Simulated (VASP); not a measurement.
# ZnCd5S6 (P1) in VASP: single point with PBE

Aim: the single point of ZnCd5S6 with PBE.

All numbers are computed with VASP 6.6.1; they aren't measurements. Logs are shortened: lines on timing, memory, paths and dates and some standing lists are left out, and cuts for length are marked.

## 1. The cell of the first run

The typed cell holds 12 atoms: a = 4.131 Å, b = 4.129 Å, c = 20.305 Å, α = 90.03°, β = 90.01°, γ = 119.94°.

## 2. Single point, PBE

Contents of INCAR:

```
SYSTEM = ZnCd5S6
PREC = Accurate
ENCUT = 520
EDIFF = 1E-7
ISMEAR = 0
SIGMA = 0.1
LREAL = .False.
LASPH = .True.
NELM = 100
ALGO = Normal
ISIF = 2
LWAVE = .False.
LCHARG = .False.
GGA = PE
NBANDS = 66
```

Contents of KPOINTS:

```
Automatic mesh
0
Gamma
  6 6 1
  0 0 0
```

Contents of POSCAR:

```
ZnCd5S6
1.0
    4.1307286139      0.0027300342     -0.0003957989
   -2.0630394800      3.5761748086     -0.0009131607
   -0.0021742235     -0.0067089633     20.3049632767
Zn Cd S
1 5 6
Direct
   -0.0027456307      0.0008021367      0.3333819559
    0.6698235878      0.3315456855      0.8337949423
    0.0000345855     -0.0035372135      0.6633970453
    0.6644253746      0.3351141279      0.1745313793
    0.3328857847      0.6671863647      0.4929924668
    0.3357771937      0.6696110712      0.0041157187
    0.6691450891      0.3356674523      0.9596401070
   -0.0011707437      0.0001119669      0.4490164642
    0.0030603327     -0.0019584964      0.7892081331
    0.6642993521      0.3339371649      0.3009622637
    0.3335714485      0.6631690531      0.6189066247
    0.3308936257      0.6683506866      0.1300548988
```

Potentials or basis: VASP PAW PBE potentials, release 64 (Zn, Cd, S).

The run is started by

```
$ cat potpaw_PBE.64/Zn/POTCAR potpaw_PBE.64/Cd/POTCAR potpaw_PBE.64/S/POTCAR > POTCAR
$ mpirun -np 1 vasp_std > vasp.out
```

OUTCAR:

```text
SYSTEM = ZnCd5S6
   PREC = Accurate
   ENCUT = 520
   EDIFF = 1E-7
   ISMEAR = 0
   LREAL = .False.
   LASPH = .True.
   NELM = 100
   ISIF = 2
   GGA = PE

 ion  position               nearest neighbor table
   1  0.997  0.001  0.333-   8 2.35  10 2.47  10 2.47  10 2.48
   2  0.670  0.332  0.834-   9 2.55   9 2.55   9 2.55   7 2.56
   3  0.000  0.996  0.663-  11 2.55  11 2.55  11 2.55   9 2.55
   4  0.664  0.335  0.175-  12 2.55  12 2.55  12 2.55  10 2.57
   5  0.333  0.667  0.493-   8 2.55   8 2.55   8 2.55  11 2.56
   6  0.336  0.670  0.004-   7 2.55   7 2.55   7 2.55  12 2.56
   7  0.669  0.336  0.960-   6 2.55   6 2.55   6 2.55   2 2.56
   8  0.999  0.000  0.449-   1 2.35   5 2.55   5 2.55   5 2.55
   9  0.003  0.998  0.789-   2 2.55   2 2.55   2 2.55   3 2.55
  10  0.664  0.334  0.301-   1 2.47   1 2.47   1 2.48   4 2.57
  11  0.334  0.663  0.619-   3 2.55   3 2.55   3 2.55   5 2.56
  12  0.331  0.668  0.130-   4 2.55   4 2.55   4 2.55   6 2.56

  LATTYP: Found a triclinic cell.
 ALAT       =     4.1285783257
 B/A-ratio  =     1.7319965111
 C/A-ratio  =     5.0196542237
 COS(alpha) =     0.0000218973
 COS(beta)  =     0.1001757160
 COS(gamma) =     0.8656973375

  Lattice vectors:

 A1 = (   2.0630394800,  -3.5761748086,   0.0009131607)
 A2 = (   6.1937680939,  -3.5734447744,   0.0005173618)
 A3 = (  -2.0698633574,  -3.5856138061,  20.3062722363)

Analysis of symmetry for initial positions (statically):
=====================================================================
 Subroutine PRICEL returns:
 Original cell was already a primitive cell.

 Routine SETGRP: Setting up the symmetry group for a
 triclinic supercell.

 Subroutine GETGRP returns: Found  1 space group operations
 (whereof  1 operations were pure point group operations)
 out of a pool of  2 trial point group operations.

The static configuration has the point symmetry C_1 .

Analysis of symmetry for dynamics (positions and initial velocities):
=====================================================================
 Subroutine PRICEL returns:
 Original cell was already a primitive cell.

 Routine SETGRP: Setting up the symmetry group for a
 triclinic supercell.

 Subroutine GETGRP returns: Found  1 space group operations
 (whereof  1 operations were pure point group operations)
 out of a pool of  2 trial point group operations.

The dynamic configuration has the point symmetry C_1 .

 Subroutine INISYM returns: Found  1 space group operations
 (whereof  1 operations are pure point group operations),
 and found     1 'primitive' translations

----------------------------------------------------------------------------------------

                                     Primitive cell

  volume of cell :     300.0635

  direct lattice vectors                    reciprocal lattice vectors
     4.130728614  0.002730034 -0.000395799     0.241995783  0.139603612  0.000072039
    -2.063039480  3.576174809 -0.000913161    -0.000184730  0.279521845  0.000092337
    -0.002174224 -0.006708963 20.304963277     0.000004709  0.000015292  0.049249048

  length of vectors
     4.130729535  4.128578326 20.304964501     0.279376328  0.279521921  0.049249051

  position of ions in fractional coordinates (direct lattice)
     0.997254369  0.000802137  0.333381956
     0.669823588  0.331545685  0.833794942
     0.000034586  0.996462786  0.663397045
     0.664425375  0.335114128  0.174531379
     0.332885785  0.667186365  0.492992467
     0.335777194  0.669611071  0.004115719
     0.669145089  0.335667452  0.959640107
     0.998829256  0.000111967  0.449016464
     0.003060333  0.998041504  0.789208133
     0.664299352  0.333937165  0.300962264
     0.333571449  0.663169053  0.618906625
     0.330893626  0.668350687  0.130054899

  ion indices of the primitive-cell ions
   primitive index   ion index
                 1           1
                 2           2
                 3           3
                 4           4
                 5           5
                 6           6
                 7           7
                 8           8
                 9           9
                10          10
                11          11
                12          12

----------------------------------------------------------------------------------------

 KPOINTS: Automatic mesh

Automatic generation of k-mesh.
 Grid dimensions read from file:
 generate k-points for:    6    6    1

 Generating k-lattice:

  Cartesian coordinates                     Fractional coordinates (reciprocal lattice)
     0.040332631  0.023267269  0.000012006     0.166666667 -0.000000000 -0.000000000
    -0.000030788  0.046586974  0.000015390     0.000000000  0.166666667  0.000000000
     0.000004709  0.000015292  0.049249048     0.000000000  0.000000000  1.000000000

  Length of vectors
     0.046562721  0.046586987  0.049249051

  Shift w.r.t. Gamma in fractional coordinates (k-lattice)
     0.000000000  0.000000000  0.000000000

 Subroutine IBZKPT returns following result:
 ===========================================

 Found     20 irreducible k-points:

 Following reciprocal coordinates:
            Coordinates               Weight
  0.000000  0.000000  0.000000      1.000000
  0.166667 -0.000000  0.000000      2.000000
  0.333333 -0.000000  0.000000      2.000000
  0.500000 -0.000000  0.000000      1.000000
  0.000000  0.166667  0.000000      2.000000
  0.166667  0.166667  0.000000      2.000000
[... 12 lines left out ...]
  0.333333  0.500000  0.000000      2.000000
  0.500000  0.500000  0.000000      1.000000
   k-points           NKPTS =     20   k-points in BZ     NKDIM =     20   number of bands    NBANDS=     66
   number of dos      NEDOS =    301   number of ions     NIONS =     12
   total plane-waves  NPLWV = 163840
   dimension x,y,z NGX =    32 NGY =   32 NGZ =  160
   dimension x,y,z NGXF=    64 NGYF=   64 NGZF=  320
   ions per type =               1   5   6
   NGX,Y,Z   is equivalent  to a cutoff of  12.88, 12.89, 13.10 a.u.
   NGXF,Y,Z  is equivalent  to a cutoff of  25.76, 25.77, 26.20 a.u.
 SYSTEM =  ZnCd5S6
   PREC   = accura    normal or accurate (medium, high low for compatibility)
   ISTART =      0    job   : 0-new  1-cont  2-samecut
   ICHARG =      2    charge: 1-file 2-atom 10-const
   ISPIN  =      1    spin polarized calculation?
   LNONCOLLINEAR =      F non collinear calculations
   LSORBIT =      F    spin-orbit coupling
   LASPH  =      T    aspherical Exc in radial PAW
   ENCUT  =  520.0 eV  38.22 Ry    6.18 a.u.   7.68  7.68 37.75*2*pi/ulx,y,z
   NELM   =    100;   NELMIN=  2; NELMDL= -5     # of ELM steps
   EDIFF  = 0.1E-06   stopping-criterion for ELM
   LREAL  =      F    real-space projection
   EDIFFG = 0.1E-05   stopping-criterion for IOM
   NSW    =      0    number of steps for IOM
   IBRION =     -1    ionic relax: 0-MD 1-quasi-New 2-CG
   NFREE  =      0    steps in history (QN), initial steepest desc. (CG)
   ISIF   =      2    stress and relaxation
   ISYM   =      2    0-nonsym 1-usesym 2-fastsym
   POTIM  = 0.5000    time-step for ionic-motion
   TEBEG  =    0.0;   TEEND  =   0.0 temperature during run
   PSTRESS=    0.0 pullay stress
   NELECT =     108.0000    total number of electrons
   NUPDOWN=      -1.0000    fix difference up-down
   EMIN   =  10.00;   EMAX   =-10.00  energy-range for DOS
   EFERMI =   0.00;   METHOD = LEGACY
   ISMEAR =     0;   SIGMA  =   0.10  broadening in eV -4-tet -1-fermi 0-gaus
   EFERMI_NEDOS =   21; number of points for ismear=-14 and -15
   IALGO  =     38    algorithm
   IMIX   =      4    mixing-type and parameters
     AMIX     =   0.40;   BMIX     =  1.00
     AMIX_MAG =   1.60;   BMIX_MAG =  1.00
  volume/ion in A,a.u.               =      25.01       168.74
  Fermi-wavevector in a.u.,A,eV,Ry     =   1.164515  2.200614 18.450792  1.356095
  Thomas-Fermi vector in A             =   2.301052
   LORBIT       =      0    0 simple, 1 ext, 2 COOP (PROOUT), +10 PAW based schemes
   GGA     = PE    functional components
   LHFCALC =     F    Hartree Fock is set to
   AEXX    =    0.0000 exact exchange contribution
   IVDW    =     0    specifies the selected vdW correction
   LEPSILON=     F    determine dielectric tensor
   LRPA    =     F    only Hartree local field effects (RPA)
 non-spin polarized calculation
 Gauss-broadening in eV      SIGMA  =   0.10
  energy-cutoff  :      520.00
  volume of cell :      300.06
 maximum number of plane-waves:      8131
   NGX = 15   NGY = 15   NGZ = 75

 number of electron     108.0000002 magnetization

 Free energy of the ion-electron system (eV)
  ---------------------------------------------------
  ext. energy  EPLUGINS =         0.00000000
  ---------------------------------------------------
  free energy    TOTEN  =       -37.37070991 eV

  energy without entropy =      -37.37070991  energy(sigma->0) =      -37.37070991

 E-fermi :   1.5921     XC(G=0):  -9.0216

 val. band max:        1.0999115658   @ k =   0.0000   0.0000   0.0000
 cond. band min:       2.2111372303   @ k =   0.0000   0.0000   0.0000
 fundamental gap:      1.1112256645
 Fermi energy:         1.5920884128

 k-point     1 :       0.0000    0.0000    0.0000
  band No.  band energies     occupation
      1     -11.2195      2.00000
      2     -11.0470      2.00000
      3     -10.9895      2.00000
      4     -10.8189      2.00000
      5     -10.7843      2.00000
      6     -10.6749      2.00000
[... 58 lines left out ...]
     65       7.5332      0.00000
     66       7.6166      0.00000

 k-point     2 :       0.1667   -0.0000    0.0000
  band No.  band energies     occupation
      1     -11.1159      2.00000
      2     -10.9620      2.00000
      3     -10.9088      2.00000
      4     -10.7621      2.00000
      5     -10.7290      2.00000
      6     -10.6297      2.00000
[... 1300 lines left out ...]
     65       7.4244      0.00000
     66       7.7331      0.00000

------------------------ aborting loop because EDIFF is reached ----------------------------------------

  FORCE on cell =-STRESS in cart. coord.  units (eV):
  Direction    XX          YY          ZZ          XY          YZ          ZX
  --------------------------------------------------------------------------------------
  -------------------------------------------------------------------------------------
  Total        0.5402631      0.5758902      0.7260207     -0.0336388      0.0152517      0.0003579
  in kB        2.8847141      3.0749436      3.8765595     -0.1796133      0.0814358      0.0019109
  external PRESSURE =       3.2787391 kB  Pullay stress =       0.0000000 kB

 VOLUME and BASIS-vectors are now :
 -----------------------------------------------------------------------------
  energy-cutoff  :      520.00
  volume of cell :      300.06
      direct lattice vectors                 reciprocal lattice vectors
     4.130728614  0.002730034 -0.000395799     0.241995783  0.139603612  0.000072039
    -2.063039480  3.576174809 -0.000913161    -0.000184730  0.279521845  0.000092337
    -0.002174224 -0.006708963 20.304963277     0.000004709  0.000015292  0.049249048

 POSITION                                       TOTAL-FORCE (eV/Angst)
 -----------------------------------------------------------------------------------
      4.11701      0.00335      6.76891         0.007879     -0.002667     -0.019184
      2.08105      1.18190     16.92961        -0.005530      0.000497     -0.009456
     -2.05704      3.55907     13.46934        -0.001884      0.003323     -0.011066
      2.05283      1.19907      3.54328         0.003714     -0.000301      0.014512
     -0.00244      2.38358     10.00945        -0.001012     -0.005830      0.000012
      0.00556      2.39554      0.08283        -0.001096     -0.006200      0.010399
      2.06948      1.19579     19.48489        -0.001328      0.000846     -0.002761
      4.12469      0.00011      9.11687         0.001703      0.004271      0.000389
     -2.04807      3.56388     16.02393        -0.000760      0.002230      0.011577
      2.05446      1.19401      6.11046        -0.004471      0.001824      0.008487
      0.00840      2.36837     12.56614         0.000943      0.003122      0.006170
     -0.01228      2.39017      2.64002         0.001839     -0.001117     -0.009080
 -----------------------------------------------------------------------------------
    total drift:                                0.000636      0.000122     -0.001003

  FREE ENERGIE OF THE ION-ELECTRON SYSTEM (eV)
  ---------------------------------------------------
  free  energy   TOTEN  =       -37.3707099072 eV

  energy  without entropy=      -37.3707099072  energy(sigma->0) =      -37.37070991
```

Wall time 15 min (1 thread of Intel Xeon 8259CL, shared host); peak memory 0.6 GiB.

Results:

```
Free energy            : -37.3707 eV
Pressure               : 0.3 GPa
Largest force          : 0.021 eV/Å
Band gap on the k mesh : 1.11 eV
```

Forces in eV/Å, atoms in the order of the input:
```
Zn   0.008 -0.003 -0.019
Cd  -0.006  0.000 -0.009
Cd  -0.002  0.003 -0.011
Cd   0.004  0.000  0.015
Cd  -0.001 -0.006  0.000
Cd  -0.001 -0.006  0.010
S   -0.001  0.001 -0.003
S    0.002  0.004  0.000
S   -0.001  0.002  0.012
S   -0.004  0.002  0.008
S    0.001  0.003  0.006
S    0.002 -0.001 -0.009
```

Stress tensor (GPa, compression positive):
```
 0.29 -0.02  0.00
-0.02  0.31  0.01
 0.00  0.01  0.39
```

Levels at points of the mesh, in eV from the valence-band top:
```
           k point  band 52  band 53  band 54  band 55  band 56  band 57
(0.00, 0.00, 0.00)    -0.08     0.00     0.00     1.11     2.16     2.39
(0.50, 0.00, 0.00)    -0.97    -0.89    -0.70     3.05     3.37     3.61
(0.00, 0.50, 0.00)    -0.97    -0.89    -0.70     3.04     3.37     3.60
(0.50, 0.50, 0.00)    -0.97    -0.89    -0.70     3.04     3.38     3.60
```
